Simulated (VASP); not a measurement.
Crystal: TiO2 (fluorite type).

```
Ti O
1.0
     0.00000    2.55533    2.55533
     2.55533    0.00000    2.55533
     2.55533    2.55533    0.00000
Ti O
1 2
Direct
  0.00000 0.00000 0.00000
  0.25000 0.25000 0.25000
  0.75000 0.75000 0.75000
```

```yaml
Program: VASP 6.6.1
Task: relaxation of cell and atoms
Functional: PBE
Potentials_or_basis: VASP PAW PBE potentials, release 64 (Ti_sv, O)
Cutoff: 600 eV
k_mesh: 11 × 11 × 11
Occupations: fermi-dirac, width 0.05 eV
Spin: no spin polarisation
```

At the start: pressure -29.0 GPa; volume 11.12 Å³/atom.

Problem. Where does the relaxation end?

Solution. Over 7 steps the energy falls by 180.5 meV/atom and the volume is 9.41 Å³/atom (-15.4 %); space group Fm-3m (No. 225, to 0.1 Å) before and after.

The path:
```csv
step,energy change (eV),largest force (eV/Å),pressure (GPa),volume (Å³)
1,0.0000,0.0000,-29.04,33.37
2,-0.0673,0.0000,46.79,24.55
3,-0.5413,0.0000,-0.92,28.33
4,-0.5416,0.0000,-0.10,28.23
5,-0.5414,0.0000,0.77,28.13
6,-0.5414,0.0000,-0.72,28.30
7,-0.5416,0.0000,0.01,28.22
```

Final structure:
```
Ti O
1.0
     0.00000    2.41643    2.41643
     2.41643    0.00000    2.41643
     2.41643    2.41643    0.00000
Ti O
1 2
Direct
  0.00000 0.00000 0.00000
  0.25000 0.25000 0.25000
  0.75000 0.75000 0.75000
```

Caveat: the volume moved by over 15 % at a fixed basis, so the end points are rough.
